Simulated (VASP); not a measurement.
# Sc (Fm-3m) in VASP: a series of runs, part 3 of 3

VASP 6.6.1.

### Step 5. Electric field gradients, LDA (volume scaled by 1.06)

Input file INCAR:

```
  PREC = Accurate
  ENCUT = 520
  EDIFF = 1E-8
  ISMEAR = -1
  SIGMA = 0.08
  LREAL = F
  LASPH = T
  NELM = 80
  ALGO = Normal
  ISIF = 2
  LWAVE = F
  LCHARG = F
  LEFG = T
  NBANDS = 12
```

Input file KPOINTS:

```
Automatic mesh
0
Gamma
  13 13 13
```

Input file POSCAR:

```
Sc
1.0
    0.0000000000      2.3724822261      2.3724822261
    2.3724822261      0.0000000000      2.3724822261
    2.3724822261      2.3724822261      0.0000000000
Sc
1
Direct
    0.0000000000      0.0000000000      0.0000000000
```

Potentials or basis: VASP PAW LDA potentials, release 64 (Sc_sv).

Command:

```bash
> cat potpaw_LDA.64/Sc_sv/POTCAR > POTCAR
> mpirun -np 1 vasp_std > vasp.out
```

OUTCAR:

```text
PREC = Accurate
   ENCUT = 520
   EDIFF = 1E-8
   ISMEAR = -1
   LREAL = F
   LASPH = T
   NELM = 80
   ISIF = 2

 ion  position               nearest neighbor table
   1  0.000  0.000  0.000-

  LATTYP: Found a face centered cubic cell.
 ALAT       =     4.7449644522

  Lattice vectors:

 A1 = (   0.0000000000,   2.3724822261,   2.3724822261)
 A2 = (   2.3724822261,   0.0000000000,   2.3724822261)
 A3 = (   2.3724822261,   2.3724822261,   0.0000000000)

Analysis of symmetry for initial positions (statically):
=====================================================================
 Subroutine PRICEL returns:
 Original cell was already a primitive cell.

 Routine SETGRP: Setting up the symmetry group for a
 face centered cubic supercell.

 Subroutine GETGRP returns: Found 48 space group operations
 (whereof 48 operations were pure point group operations)
 out of a pool of 48 trial point group operations.

The static configuration has the point symmetry O_h .

Analysis of symmetry for dynamics (positions and initial velocities):
=====================================================================
 Subroutine PRICEL returns:
 Original cell was already a primitive cell.

 Routine SETGRP: Setting up the symmetry group for a
 face centered cubic supercell.

 Subroutine GETGRP returns: Found 48 space group operations
 (whereof 48 operations were pure point group operations)
 out of a pool of 48 trial point group operations.

The dynamic configuration has the point symmetry O_h .

 Subroutine INISYM returns: Found 48 space group operations
 (whereof 48 operations are pure point group operations),
 and found     1 'primitive' translations

----------------------------------------------------------------------------------------

                                     Primitive cell

  volume of cell :      26.7078

  direct lattice vectors                    reciprocal lattice vectors
     0.000000000  2.372482226  2.372482226    -0.210749735  0.210749735  0.210749735
     2.372482226  0.000000000  2.372482226     0.210749735 -0.210749735  0.210749735
     2.372482226  2.372482226  0.000000000     0.210749735  0.210749735 -0.210749735

  length of vectors
     3.355196541  3.355196541  3.355196541     0.365029248  0.365029248  0.365029248

  position of ions in fractional coordinates (direct lattice)
     0.000000000  0.000000000  0.000000000

  ion indices of the primitive-cell ions
   primitive index   ion index
                 1           1

----------------------------------------------------------------------------------------

 KPOINTS: Automatic mesh

Automatic generation of k-mesh.
 Grid dimensions read from file:
 generate k-points for:   13   13   13

 Generating k-lattice:

  Cartesian coordinates                     Fractional coordinates (reciprocal lattice)
    -0.016211518  0.016211518  0.016211518     0.076923077  0.000000000  0.000000000
     0.016211518 -0.016211518  0.016211518     0.000000000  0.076923077  0.000000000
[... 65 lines left out ...]
   ISYM   =      2    0-nonsym 1-usesym 2-fastsym
   POTIM  = 0.5000    time-step for ionic-motion
   TEBEG  =    0.0;   TEEND  =   0.0 temperature during run
   PSTRESS=    0.0 pullay stress
   NELECT =      11.0000    total number of electrons
   NUPDOWN=      -1.0000    fix difference up-down
   EMIN   =  10.00;   EMAX   =-10.00  energy-range for DOS
   EFERMI =   0.00;   METHOD = LEGACY
   ISMEAR =    -1;   SIGMA  =   0.08  broadening in eV -4-tet -1-fermi 0-gaus
   EFERMI_NEDOS =   21; number of points for ismear=-14 and -15
   IALGO  =     38    algorithm
   IMIX   =      4    mixing-type and parameters
     AMIX     =   0.40;   BMIX     =  1.00
     AMIX_MAG =   1.60;   BMIX_MAG =  1.00
  volume/ion in A,a.u.               =      26.71       180.23
  Fermi-wavevector in a.u.,A,eV,Ry     =   1.218034  2.301751 20.185698  1.483607
  Thomas-Fermi vector in A             =   2.353334
   LORBIT       =      0    0 simple, 1 ext, 2 COOP (PROOUT), +10 PAW based schemes
   GGA     = CA    functional components
   LHFCALC =     F    Hartree Fock is set to
   AEXX    =    0.0000 exact exchange contribution
   IVDW    =     0    specifies the selected vdW correction
   LEPSILON=     F    determine dielectric tensor
   LRPA    =     F    only Hartree local field effects (RPA)
 non-spin polarized calculation
  energy-cutoff  :      520.00
  volume of cell :       26.71
 maximum number of plane-waves:       736
 NGX is ok and might be reduce to    28
   NGX = 13   NGY = 13   NGZ = 13

 number of electron      11.0000002 magnetization

 Free energy of the ion-electron system (eV)
  ---------------------------------------------------
  ext. energy  EPLUGINS =         0.00000000
  ---------------------------------------------------
  free energy    TOTEN  =        -6.58976149 eV

  energy without entropy =       -6.54456071  energy(sigma->0) =       -6.56716110

 E-fermi :   3.0650     XC(G=0):  -9.8157

 val. band max:        3.0538904810   @ k =  -0.4615   0.1538   0.0769
 cond. band min:       3.0699124262   @ k =  -0.4615   0.3077   0.1538
 fundamental gap:      0.0160219452
 Fermi energy:         3.0650019776

 k-point     1 :       0.0000    0.0000    0.0000
  band No.  band energies     occupation
      1     -45.9749      2.00000
      2     -24.7662      2.00000
      3     -24.7662      2.00000
      4     -24.7662      2.00000
      5      -1.9182      2.00000
      6       4.4760      0.00000
      7       4.4760      0.00000
      8       4.4760      0.00000
      9       5.7018      0.00000
     10       5.7018      0.00000
     11      15.2487      0.00000
     12      18.2187      0.00000
[... 331 lines left out ...]
 k-point    24 :       0.4615    0.1538    0.0000
  band No.  band energies     occupation
      1     -45.9295      2.00000
      2     -25.0364      2.00000
      3     -24.8414      2.00000
      4     -24.8238      2.00000
      5       1.4133      2.00000
      6       3.0500      1.09344
      7       4.0939      0.00001
      8       4.7770      0.00000
      9       6.5410      0.00000
     10       6.6288      0.00000
     11       9.6920      0.00000
     12      14.4746      0.00000

 [... further k-points ...]
[... 5 lines left out ...]
  --------------------------------------------------------------------------------------
  -------------------------------------------------------------------------------------
  Total       -1.2666747     -1.2666747     -1.2666747     -0.0000000     -0.0000000      0.0000000
  in kB      -75.9865589    -75.9865589    -75.9865589     -0.0000000     -0.0000000      0.0000000
  external PRESSURE =     -75.9865589 kB  Pullay stress =       0.0000000 kB

 VOLUME and BASIS-vectors are now :
 -----------------------------------------------------------------------------
  energy-cutoff  :      520.00
  volume of cell :       26.71
      direct lattice vectors                 reciprocal lattice vectors
     0.000000000  2.372482226  2.372482226    -0.210749735  0.210749735  0.210749735
     2.372482226  0.000000000  2.372482226     0.210749735 -0.210749735  0.210749735
     2.372482226  2.372482226  0.000000000     0.210749735  0.210749735 -0.210749735

 POSITION                                       TOTAL-FORCE (eV/Angst)
 -----------------------------------------------------------------------------------
      0.00000      0.00000      0.00000         0.000000     -0.000000      0.000000
 -----------------------------------------------------------------------------------
    total drift:                               -0.000000     -0.000000     -0.000000

  FREE ENERGIE OF THE ION-ELECTRON SYSTEM (eV)
  ---------------------------------------------------
  free  energy   TOTEN  =        -6.5897614888 eV

  energy  without entropy=       -6.5445607090  energy(sigma->0) =       -6.56716110

 Electric field gradients (V/A^2)
---------------------------------------------------------------------
 ion       V_xx      V_yy      V_zz      V_xy      V_xz      V_yz
---------------------------------------------------------------------
   1      -0.000    -0.000     0.000    -0.000    -0.000    -0.000
---------------------------------------------------------------------

 Electric field gradients after diagonalization (V/A^2)
 (convention: |V_zz| > |V_xx| > |V_yy|)
----------------------------------------------------------------------
 ion       V_xx      V_yy      V_zz     asymmetry (V_yy - V_xx)/ V_zz
----------------------------------------------------------------------
   1       0.000     0.000    -0.000       0.000
----------------------------------------------------------------------

           NMR quadrupolar parameters

 Cq : quadrupolar parameter    Cq=e*Q*V_zz/h
 eta: asymmetry parameters     (V_yy - V_xx)/ V_zz
 Q  : nuclear electric quadrupole moment in mb (millibarn)
----------------------------------------------------------------------
 ion       Cq(MHz)       eta       Q (mb)
----------------------------------------------------------------------
   1      -0.000       0.000       1.000
----------------------------------------------------------------------
```

OSZICAR:

```text
N       E                     dE             d eps       ncg     rms          rms(c)
DAV:   1     0.740656739571E+02    0.74066E+02   -0.49529E+03  2024   0.885E+02
DAV:   2    -0.570598156464E+01   -0.79772E+02   -0.78212E+02  2016   0.293E+02
DAV:   3    -0.735420351905E+01   -0.16482E+01   -0.16045E+01  2864   0.556E+01
DAV:   4    -0.737912832316E+01   -0.24925E-01   -0.24864E-01  2804   0.498E+00
DAV:   5    -0.737932622786E+01   -0.19790E-03   -0.19790E-03  2632   0.368E-01    0.501E+00
DAV:   6    -0.668081890987E+01    0.69851E+00   -0.10601E+00  3080   0.149E+01    0.139E+00
DAV:   7    -0.659697049296E+01    0.83848E-01   -0.17140E-01  3204   0.558E+00    0.596E-01
DAV:   8    -0.659097023381E+01    0.60003E-02   -0.22243E-02  2340   0.230E+00    0.205E-01
DAV:   9    -0.658979098268E+01    0.11793E-02   -0.40632E-03  3108   0.913E-01    0.385E-02
DAV:  10    -0.658976558982E+01    0.25393E-04   -0.20327E-04  3140   0.191E-01    0.118E-02
DAV:  11    -0.658976148868E+01    0.41011E-05   -0.10207E-05  3168   0.461E-02    0.998E-04
DAV:  12    -0.658976148883E+01   -0.14938E-09   -0.57984E-08  3084   0.266E-03
   1 F= -.65897615E+01 E0= -.65671611E+01  d E =-.452008E-01
```

It used 43 s of CPU time on 1 thread of AMD EPYC 7R13 Processor (Zen 3), on a shared host.

What came out:

```yaml
Free_energy: -6.5898 eV
Pressure: -7.6 GPa
```

Caveat: without QUAD_EFG the Cq values of the log hold for a quadrupole moment of 1 mb, not for the nuclei.

### Step 6. Electric field gradients, LDA (volume scaled by 1.06)

Input file INCAR:

```
SYSTEM = Sc
PREC = Accurate ; ENCUT = 520
EDIFF = 1E-8 ; ISMEAR = -1
SIGMA = 0.08 ; LREAL = .False.
LASPH = .True. ; NELM = 80
ALGO = Normal ; ISIF = 2
LWAVE = .False. ; LCHARG = .False.
GGA = CA ; LEFG = .True.
NBANDS = 12
```

Input file KPOINTS:

```
regular mesh
0
Gamma
  13 13 13
  0 0 0
```

POSCAR is that of step 5.

Potentials or basis: VASP PAW LDA potentials, release 64 (Sc_sv).

Command:

```bash
> cat potpaw_LDA.64/Sc_sv/POTCAR > POTCAR
> mpirun -np 1 vasp_std > vasp.out
```

OUTCAR:

```text
SYSTEM = Sc
   PREC = Accurate
   ENCUT = 520
   EDIFF = 1E-8
   ISMEAR = -1
   LREAL = .False.
   LASPH = .True.
   NELM = 80
   ISIF = 2
   GGA = CA

 ion  position               nearest neighbor table
   1  0.000  0.000  0.000-

  LATTYP: Found a face centered cubic cell.
 ALAT       =     4.7449644522

  Lattice vectors:

 A1 = (   0.0000000000,   2.3724822261,   2.3724822261)
 A2 = (   2.3724822261,   0.0000000000,   2.3724822261)
 A3 = (   2.3724822261,   2.3724822261,   0.0000000000)

[... 564 lines left out ...]
    total drift:                               -0.000000     -0.000000     -0.000000

  FREE ENERGIE OF THE ION-ELECTRON SYSTEM (eV)
  ---------------------------------------------------
  free  energy   TOTEN  =        -6.5897614888 eV

  energy  without entropy=       -6.5445607090  energy(sigma->0) =       -6.56716110

 Electric field gradients (V/A^2)
---------------------------------------------------------------------
 ion       V_xx      V_yy      V_zz      V_xy      V_xz      V_yz
---------------------------------------------------------------------
   1      -0.000    -0.000     0.000    -0.000    -0.000    -0.000
---------------------------------------------------------------------

 Electric field gradients after diagonalization (V/A^2)
 (convention: |V_zz| > |V_xx| > |V_yy|)
----------------------------------------------------------------------
 ion       V_xx      V_yy      V_zz     asymmetry (V_yy - V_xx)/ V_zz
----------------------------------------------------------------------
   1       0.000     0.000    -0.000       0.000
----------------------------------------------------------------------

           NMR quadrupolar parameters

 Cq : quadrupolar parameter    Cq=e*Q*V_zz/h
 eta: asymmetry parameters     (V_yy - V_xx)/ V_zz
 Q  : nuclear electric quadrupole moment in mb (millibarn)
----------------------------------------------------------------------
 ion       Cq(MHz)       eta       Q (mb)
----------------------------------------------------------------------
   1      -0.000       0.000       1.000
----------------------------------------------------------------------
```

OSZICAR:

```text
N       E                     dE             d eps       ncg     rms          rms(c)
DAV:   1     0.740656739571E+02    0.74066E+02   -0.49529E+03  2024   0.885E+02
DAV:   2    -0.570598156464E+01   -0.79772E+02   -0.78212E+02  2016   0.293E+02
DAV:   3    -0.735420351905E+01   -0.16482E+01   -0.16045E+01  2864   0.556E+01
DAV:   4    -0.737912832316E+01   -0.24925E-01   -0.24864E-01  2804   0.498E+00
DAV:   5    -0.737932622786E+01   -0.19790E-03   -0.19790E-03  2632   0.368E-01    0.501E+00
DAV:   6    -0.668081890987E+01    0.69851E+00   -0.10601E+00  3080   0.149E+01    0.139E+00
DAV:   7    -0.659697049296E+01    0.83848E-01   -0.17140E-01  3204   0.558E+00    0.596E-01
DAV:   8    -0.659097023381E+01    0.60003E-02   -0.22243E-02  2340   0.230E+00    0.205E-01
DAV:   9    -0.658979098268E+01    0.11793E-02   -0.40632E-03  3108   0.913E-01    0.385E-02
DAV:  10    -0.658976558982E+01    0.25393E-04   -0.20327E-04  3140   0.191E-01    0.118E-02
DAV:  11    -0.658976148868E+01    0.41011E-05   -0.10207E-05  3168   0.461E-02    0.998E-04
DAV:  12    -0.658976148883E+01   -0.14938E-09   -0.57984E-08  3084   0.266E-03
   1 F= -.65897615E+01 E0= -.65671611E+01  d E =-.452008E-01
```

It used 45 s of CPU time on 1 thread of AMD EPYC 7R13 Processor (Zen 3), with other jobs on the host.

What came out:

```yaml
Free_energy: -6.5898 eV
Pressure: -7.6 GPa
```

Levels at points of the mesh, in eV from the Fermi level:
```
           k point  band 1  band 2  band 3  band 4  band 5  band 6  band 7  band 8  band 9  band 10
(0.00, 0.00, 0.00)  -49.04  -27.83  -27.83  -27.83   -4.98    1.41    1.41    1.41    2.64     2.64
```

Caveat: without QUAD_EFG the Cq values of the log hold for a quadrupole moment of 1 mb, not for the nuclei.

### Step 7. The runs side by side

| cell | gap on the mesh (eV) | pressure (GPa) |
| --- | --- | --- |
| a = 3.269 Å, angles 60.0°, 1 atom | none | -4.7 |
| a = 3.291 Å, angles 60.0°, 1 atom | none | -5.6 |
| a = 3.312 Å, angles 60.0°, 1 atom | none | -6.3 |
| a = 3.355 Å, angles 60.0°, 1 atom | none | -7.6 |

Alike in all rows: task electric field gradients; level LDA; potentials or basis VASP PAW LDA potentials, release 64 (Sc_sv); no spin polarisation; k mesh 13 × 13 × 13; cutoff (eV) 520; smearing fermi-dirac 0.08 eV.

Total energies depend on the potentials used, so only differences within one code and one set of settings carry meaning.
